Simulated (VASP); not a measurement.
# Lu (P6_3/mmc) in VASP: notebook

Lu is run at these levels: LDA; tasks: single point, relaxation of cell and atoms.

Everything below comes from runs of VASP 6.6.1. Logs are shortened: lines on timing, memory, paths and dates and some standing lists are left out, and cuts for length are marked.

## Step 1: The cell of the first run

Symmetry: P6_3/mmc, No. 194, hexagonal system. Conventional cell: a = 3.394 Å, b = 3.394 Å, c = 5.221 Å, α = 90.00°, β = 90.00°, γ = 120.00°. Within 4.3 Å of Lu (site symmetry -6m2) lie 12 Lu at 3.26 to 3.39 Å.

## Step 2: Single point, LDA

Contents of INCAR:

```
SYSTEM = Lu
ALGO = Normal ; EDIFF = 1E-6
ENCUT = 520 ; GGA = CA
ISIF = 2 ; ISMEAR = -1
LASPH = .True. ; LCHARG = .True.
LELF = .True. ; LREAL = .False.
LVHAR = .True. ; LWAVE = .False.
NBANDS = 32 ; NELM = 80
PREC = Accurate ; SIGMA = 0.02
```

Contents of KPOINTS:

```
k-points
0
Gamma
  7 7 4
  0 0 0
```

Contents of POSCAR:

```
Lu
1.0
    3.3940622672      0.0000000000      0.0000000000
   -1.6970311336      2.9393441454      0.0000000000
    0.0000000000      0.0000000000      5.2213153134
Lu
2
Direct
    0.3333333333      0.6666666667      0.2500000000
    0.6666666667      0.3333333333      0.7500000000
```

Potentials or basis: VASP PAW PBE potentials, release 64 (Lu).

The run is started by

```console
$ cat potpaw_PBE.64/Lu/POTCAR > POTCAR
$ mpirun -np 1 vasp_std > vasp.out
```

OUTCAR:

```text
SYSTEM = Lu
   EDIFF = 1E-6
   ENCUT = 520
   GGA = CA
   ISIF = 2
   ISMEAR = -1
   LASPH = .True.
   LREAL = .False.
   NELM = 80
   PREC = Accurate

 ion  position               nearest neighbor table
   1  0.333  0.667  0.250-   2 3.26   2 3.26   2 3.26   2 3.26   2 3.26   2 3.26
   2  0.667  0.333  0.750-   1 3.26   1 3.26   1 3.26   1 3.26   1 3.26   1 3.26

  LATTYP: Found a hexagonal cell.
 ALAT       =     3.3940622672
 C/A-ratio  =     1.5383675673

  Lattice vectors:

 A1 = (   3.3940622672,   0.0000000000,   0.0000000000)
 A2 = (  -1.6970311336,   2.9393441454,   0.0000000000)
 A3 = (   0.0000000000,   0.0000000000,   5.2213153134)

Analysis of symmetry for initial positions (statically):
=====================================================================
 Subroutine PRICEL returns:
 Original cell was already a primitive cell.

 Routine SETGRP: Setting up the symmetry group for a
 hexagonal supercell.

 Subroutine GETGRP returns: Found 24 space group operations
 (whereof 12 operations were pure point group operations)
 out of a pool of 24 trial point group operations.

The static configuration has the point symmetry D_3d.
 The point group associated with its full space group is D_6h.

Analysis of symmetry for dynamics (positions and initial velocities):
=====================================================================
 Subroutine PRICEL returns:
 Original cell was already a primitive cell.

 Routine SETGRP: Setting up the symmetry group for a
 hexagonal supercell.

 Subroutine GETGRP returns: Found 24 space group operations
 (whereof 12 operations were pure point group operations)
 out of a pool of 24 trial point group operations.

The dynamic configuration has the point symmetry D_3d.
 The point group associated with its full space group is D_6h.

 Subroutine INISYM returns: Found 24 space group operations
 (whereof 12 operations are pure point group operations),
 and found     1 'primitive' translations

----------------------------------------------------------------------------------------

                                     Primitive cell

  volume of cell :      52.0895

  direct lattice vectors                    reciprocal lattice vectors
     3.394062267  0.000000000  0.000000000     0.294632190  0.170105974  0.000000000
    -1.697031134  2.939344145  0.000000000     0.000000000  0.340211949  0.000000000
     0.000000000  0.000000000  5.221315313     0.000000000  0.000000000  0.191522622

  length of vectors
[... 77 lines left out ...]
   LSORBIT =      F    spin-orbit coupling
   LASPH  =      T    aspherical Exc in radial PAW
   ENCUT  =  520.0 eV  38.22 Ry    6.18 a.u.   6.31  6.31  9.71*2*pi/ulx,y,z
   NELM   =     80;   NELMIN=  2; NELMDL= -5     # of ELM steps
   EDIFF  = 0.1E-05   stopping-criterion for ELM
   LREAL  =      F    real-space projection
   EDIFFG = 0.1E-04   stopping-criterion for IOM
   NSW    =      0    number of steps for IOM
   IBRION =     -1    ionic relax: 0-MD 1-quasi-New 2-CG
   NFREE  =      0    steps in history (QN), initial steepest desc. (CG)
   ISIF   =      2    stress and relaxation
   ISYM   =      2    0-nonsym 1-usesym 2-fastsym
   POTIM  = 0.5000    time-step for ionic-motion
   TEBEG  =    0.0;   TEEND  =   0.0 temperature during run
   PSTRESS=    0.0 pullay stress
   NELECT =      50.0000    total number of electrons
   NUPDOWN=      -1.0000    fix difference up-down
   EMIN   =  10.00;   EMAX   =-10.00  energy-range for DOS
   EFERMI =   0.00;   METHOD = LEGACY
   ISMEAR =    -1;   SIGMA  =   0.02  broadening in eV -4-tet -1-fermi 0-gaus
   EFERMI_NEDOS =   21; number of points for ismear=-14 and -15
   IALGO  =     38    algorithm
   IMIX   =      4    mixing-type and parameters
     AMIX     =   0.40;   BMIX     =  1.00
     AMIX_MAG =   1.60;   BMIX_MAG =  1.00
  volume/ion in A,a.u.               =      26.04       175.76
  Fermi-wavevector in a.u.,A,eV,Ry     =   1.614909  3.051736 35.483066  2.607932
  Thomas-Fermi vector in A             =   2.709742
   LORBIT       =      0    0 simple, 1 ext, 2 COOP (PROOUT), +10 PAW based schemes
   GGA     = CA    functional components
   LHFCALC =     F    Hartree Fock is set to
   AEXX    =    0.0000 exact exchange contribution
   IVDW    =     0    specifies the selected vdW correction
   LEPSILON=     F    determine dielectric tensor
   LRPA    =     F    only Hartree local field effects (RPA)
 non-spin polarized calculation
  energy-cutoff  :      520.00
  volume of cell :       52.09
 maximum number of plane-waves:      1423
 NGX is ok and might be reduce to    28
   NGX = 13   NGY = 13   NGZ = 19

 number of electron      49.9999984 magnetization

 Free energy of the ion-electron system (eV)
  ---------------------------------------------------
  ext. energy  EPLUGINS =         0.00000000
  ---------------------------------------------------
  free energy    TOTEN  =       -10.39925066 eV

  energy without entropy =      -10.39614379  energy(sigma->0) =      -10.39769723

 E-fermi :   2.3761     XC(G=0): -11.5436

 val. band max:        2.3432559053   @ k =   0.2857   0.2857   0.5000
 cond. band min:       2.4144034627   @ k =   0.1429   0.1429   0.0000
 fundamental gap:      0.0711475574
 Fermi energy:         2.3760996214

 k-point     1 :       0.0000    0.0000    0.0000
  band No.  band energies     occupation
      1     -53.3302      2.00000
      2     -53.2642      2.00000
      3     -24.6301      2.00000
      4     -24.0056      2.00000
      5     -24.0056      2.00000
      6     -23.8728      2.00000
[... 829 lines left out ...]
     31       8.3693      0.00000
     32       8.3693      0.00000

------------------------ aborting loop because EDIFF is reached ----------------------------------------

  FORCE on cell =-STRESS in cart. coord.  units (eV):
  Direction    XX          YY          ZZ          XY          YZ          ZX
  --------------------------------------------------------------------------------------
  -------------------------------------------------------------------------------------
  Total        0.0654303      0.0654303      0.0791287      0.0000000      0.0000000      0.0000000
  in kB        2.0125172      2.0125172      2.4338551      0.0000000      0.0000000      0.0000000
  external PRESSURE =       2.1529631 kB  Pullay stress =       0.0000000 kB

 VOLUME and BASIS-vectors are now :
 -----------------------------------------------------------------------------
  energy-cutoff  :      520.00
  volume of cell :       52.09
      direct lattice vectors                 reciprocal lattice vectors
     3.394062267  0.000000000  0.000000000     0.294632190  0.170105974  0.000000000
    -1.697031134  2.939344145  0.000000000     0.000000000  0.340211949  0.000000000
     0.000000000  0.000000000  5.221315313     0.000000000  0.000000000  0.191522622

 POSITION                                       TOTAL-FORCE (eV/Angst)
 -----------------------------------------------------------------------------------
     -0.00000      1.95956      1.30533        -0.000000     -0.000000      0.000000
      1.69703      0.97978      3.91599         0.000000      0.000000      0.000000
 -----------------------------------------------------------------------------------
    total drift:                               -0.000000      0.000000     -0.000000

  FREE ENERGIE OF THE ION-ELECTRON SYSTEM (eV)
  ---------------------------------------------------
  free  energy   TOTEN  =       -10.3992506589 eV

  energy  without entropy=      -10.3961437920  energy(sigma->0) =      -10.39769723
```

OSZICAR:

```text
N       E                     dE             d eps       ncg     rms          rms(c)
DAV:   1     0.240352801216E+03    0.24035E+03   -0.19142E+04  2160   0.510E+03
DAV:   2     0.197413602678E+02   -0.22061E+03   -0.21054E+03  1704   0.550E+02
DAV:   3    -0.790641520837E+01   -0.27648E+02   -0.27147E+02  2072   0.121E+02
DAV:   4    -0.106457086725E+02   -0.27393E+01   -0.27167E+01  2400   0.260E+01
DAV:   5    -0.107176876923E+02   -0.71979E-01   -0.71964E-01  2208   0.463E+00    0.532E+00
DAV:   6    -0.104323561122E+02    0.28533E+00   -0.11051E+00  2360   0.160E+01    0.207E+00
DAV:   7    -0.104032563563E+02    0.29100E-01   -0.12971E-01  2080   0.229E+00    0.599E-01
DAV:   8    -0.103989261862E+02    0.43302E-02   -0.25176E-02  2520   0.106E+00    0.173E-01
DAV:   9    -0.103992843374E+02   -0.35815E-03   -0.11576E-03  2128   0.289E-01    0.533E-02
DAV:  10    -0.103992519698E+02    0.32368E-04   -0.44326E-04  2704   0.181E-01    0.303E-02
DAV:  11    -0.103992510499E+02    0.91997E-06   -0.22877E-05  2304   0.350E-02    0.446E-03
DAV:  12    -0.103992506589E+02    0.39099E-06   -0.15951E-06  1320   0.112E-02
   1 F= -.10399251E+02 E0= -.10397697E+02  d E =-.310687E-02
```

Wall time 37 s (1 thread of Intel Xeon Platinum 8488C (Sapphire Rapids), shared host); peak memory 0.17 GiB.

Results:

```yaml
Free_energy: -10.3993 eV
Pressure: 0.2 GPa
Band_gap_on_the_k_mesh: zero (band 25 reaches 3.69 eV, above the bottom of band 26 at 1.72 eV)
```

Caveat: the PAW data sets were made with another functional, which shifts forces and pressure a little; spin-orbit coupling is left out, which moves the levels of the heavy elements.

## Step 3: Relaxation of cell and atoms, LDA

This run uses another cell than the first one, of 29.50 Å³/atom, 1.133 times its volume.

Contents of INCAR:

```
SYSTEM = Lu
PREC = Accurate
ENCUT = 600
EDIFF = 1E-6
ISMEAR = -1
SIGMA = 0.02
LREAL = .FALSE.
LASPH = .TRUE.
NELM = 60
ALGO = Normal
ISIF = 3
LWAVE = .FALSE.
LCHARG = .FALSE.
GGA = CA
IBRION = 2
NSW = 80
EDIFFG = -0.01
```

Contents of KPOINTS:

```
Automatic mesh
0
G
  7 7 4
  0 0 0
```

Contents of POSCAR:

```
Lu
1.0
    3.5031000000      0.0000000000      0.0000000000
   -1.7515500000      3.0337735900      0.0000000000
    0.0000000000      0.0000000000      5.5509000000
Lu
2
Direct
    0.3333333333      0.6666666667      0.2500000000
    0.6666666667      0.3333333333      0.7500000000
```

Potentials or basis: VASP PAW PBE potentials, release 64 (Lu).

The run is started by

```console
$ cat potpaw_PBE.64/Lu/POTCAR > POTCAR
$ mpirun -np 1 vasp_std > vasp.out
```

It took 9 min on 1 thread of Intel Xeon Platinum 8488C (Sapphire Rapids), shared host; peak memory 0.19 GiB.

The run converged. Its results:

* Free energy: -10.4007 eV
* Relaxed volume: 26.27 Å³/atom
* Relaxed cell: a = 3.402 Å, b = 3.402 Å, c = 5.242 Å, α = 90.00°, β = 90.00°, γ = 120.00°
* Space group after relaxing (to 0.05 Å): P6_3/mmc (No. 194)
* Energy gained by relaxing: 63.4 meV/atom
* Ionic steps: 18
* Pressure after relaxing: 0.0 GPa
* Band gap on the k mesh: zero (band 25 reaches 3.62 eV, above the bottom of band 26 at 1.70 eV)

Step by step:
```csv
step,energy change (eV),largest force (eV/Å),pressure (GPa),volume (Å³)
1,0.0000,0.0000,-5.46,58.99
2,-0.1152,0.0000,2.18,50.82
3,-0.1246,0.0000,0.15,52.46
4,-0.1245,0.0000,0.00,52.58
5,-0.1260,0.0000,0.04,52.62
6,-0.1264,0.0000,-0.02,52.66
7,-0.1266,0.0000,-0.41,52.65
8,-0.1259,0.0000,0.28,52.09
9,-0.1267,0.0000,0.58,52.50
10,-0.1267,0.0000,0.02,52.60
11,-0.1267,0.0000,0.12,52.60
12,-0.1267,0.0000,-0.08,52.63
13,-0.1267,0.0000,-0.39,52.62
14,-0.1267,0.0000,-0.11,52.61
15,-0.1267,0.0000,-0.09,52.61
16,-0.1267,0.0000,-0.09,52.61
17,-0.1267,0.0000,-0.16,52.60
18,-0.1267,0.0000,0.04,52.53
```

Final structure:
```yaml
crystal:
  lattice:
    - [3.40175, 0.00000, 0.00000]
    - [-1.70087, 2.94600, 0.00000]
    - [0.00000, 0.00000, 5.24174]
  atoms:
    - { symbol: Lu, position: [0.33333, 0.66667, 0.25000] }
    - { symbol: Lu, position: [0.66667, 0.33333, 0.75000] }
```

Levels at points of the mesh, in eV from the Fermi level:
| k point | band 22 | band 23 | band 24 | band 25 | band 26 | band 27 |
| --- | --- | --- | --- | --- | --- | --- |
| (0.00, 0.00, 0.00) | -4.76 | -4.76 | -2.58 | 1.26 | 2.12 | 2.12 |
| (0.00, 0.00, 0.50) | -4.76 | -4.37 | -4.37 | 1.28 | 1.28 | 1.98 |

Caveat: the PAW data sets were made with another functional, which shifts forces and pressure a little; spin-orbit coupling is left out, which moves the levels of the heavy elements; the volume moved by -11 % from the deposited cell, more than functionals usually miss. Zero-point motion and thermal expansion aren't in these numbers.
